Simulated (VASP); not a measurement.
A run of VASP 6.6.1:

INCAR

```
PREC     = Accurate       # precision mode
ENCUT    = 520            # plane-wave cutoff, eV
EDIFF    = 1E-6           # SCF threshold, eV
ISMEAR   = 0              # smearing method
SIGMA    = 0.03           # smearing width, eV
LREAL    = F              # projectors in reciprocal space
LASPH    = T              # aspherical terms in the spheres
NELM     = 80             # most SCF steps
ALGO     = Normal         # electronic algorithm
ISIF     = 2              # what is computed and relaxed
LWAVE    = F              # write WAVECAR
LCHARG   = F              # write CHGCAR
GGA      = PE             # functional
NBANDS   = 16             # bands
```

Contents of KPOINTS:

```
Automatic mesh
0
Gamma
  10 10 10
```

Contents of POSCAR:

```
CdS
1.0
    0.0000000000      2.6844129000      2.8220751000
    2.6844129000      0.0000000000      2.8220751000
    2.6844129000      2.6844129000      0.0000000000
Cd S
1 1
Direct
    0.0000000000      0.0000000000      0.0000000000
    0.5000000000      0.5000000000      0.5000000000
```

Potentials or basis: VASP PAW PBE potentials, release 64 (Cd, S).

Run with:

```console
$ cat potpaw_PBE.64/Cd/POTCAR potpaw_PBE.64/S/POTCAR > POTCAR
$ mpirun -np 1 vasp_std > vasp.out
```

Hardware: 1 thread of Intel(R) Xeon(R) Platinum 8488C (Sapphire Rapids), with other jobs on the host.

Question: Estimate the wall time of this run.

Answer: Wall time 57 s on 1 thread of Intel(R) Xeon(R) Platinum 8488C (Sapphire Rapids) (shared host), peak memory 0.2 GiB. Counts: scf iterations 13, k points 102.
